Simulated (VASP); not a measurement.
A run of VASP 6.6.1:

Contents of INCAR:

```
SYSTEM = Mn
ALGO = Normal
EDIFF = 1E-6
ENCUT = 520
GGA = PE
ISIF = 2
ISMEAR = -1
ISPIN = 2
LASPH = .True.
LCHARG = .False.
LMAXMIX = 4
LORBIT = 11
LREAL = .False.
LWAVE = .False.
MAGMOM = 3 3 3
NBANDS = 30
NELM = 150
PREC = Accurate
SIGMA = 0.05
```

File KPOINTS:

```
k-points
0
Gamma
  9 9 12
  0 0 0
```

The input POSCAR:

```
Mn
1.0
    3.4425002366      0.0000000000      0.0000000000
   -1.7212501183      2.9812926574      0.0000000000
    0.0000000000      0.0000000000      2.1423407001
Mn
3
Direct
    0.0000000000      0.0000000000      0.0000000000
    0.3333333333      0.6666666667      0.5000000000
    0.6666666667      0.3333333333      0.5000000000
```

Potentials or basis: VASP PAW PBE potentials, release 64 (Mn_pv).

Run with:

```bash
$ cat potpaw_PBE.64/Mn_pv/POTCAR > POTCAR
$ mpirun -np 1 vasp_std > vasp.out
```

Hardware: 1 thread of AMD EPYC 9R45 96-Core Processor (Zen 5) (shared host).

**Question.** How long does it take, and how much memory?

**Answer.** Wall time 69 s on 1 thread of AMD EPYC 9R45 96-Core Processor (Zen 5), on a shared host, peak memory 0.16 GiB. Counts: scf iterations 16, k points 84.
